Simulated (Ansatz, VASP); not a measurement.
TaN in VASP and in Ansatz

```
CELL_PARAMETERS angstrom
0.00000 2.26616 2.26616
2.26616 0.00000 2.26616
2.26616 2.26616 0.00000
ATOMIC_POSITIONS crystal
Ta 0.50000 0.50000 0.50000
N 0.00000 0.00000 0.00000
```

Change from the starting cell: strain +0.040 along x and y, +0.040 along z, atoms carried along.

Alike in both runs: task single point; functional PBE; k mesh 18 × 18 × 18; occupations gaussian, width 0.15 eV; no spin polarisation.

|  | VASP | Ansatz |
| --- | --- | --- |
| version | VASP 6.6.1 | Ansatz 0.2.0 |
| potentials or method | VASP PAW PBE potentials, release 64 (Ta_pv, N), cutoff 600 eV | scalar-relativistic, plane waves, PAW |
| valence electrons in the cell | 16 | 18 |

Ansatz gave:

* gap on the k mesh at the Fermi level (eV): none
* pressure (GPa): -21.4

Task: What did VASP give for the same quantities?

Result: gap on the k mesh at the Fermi level (eV): none; pressure (GPa): -21.0.

A gap of «none» marks a metal or a gap that the smearing closes. With one functional, cell and mesh, what is left measures potentials, basis and numerics. VASP's potentials hold 16 valence electrons a cell and Ansatz's 18, so a difference there can come from the potentials and not from the codes.

Neither program's run includes spin-orbit coupling.
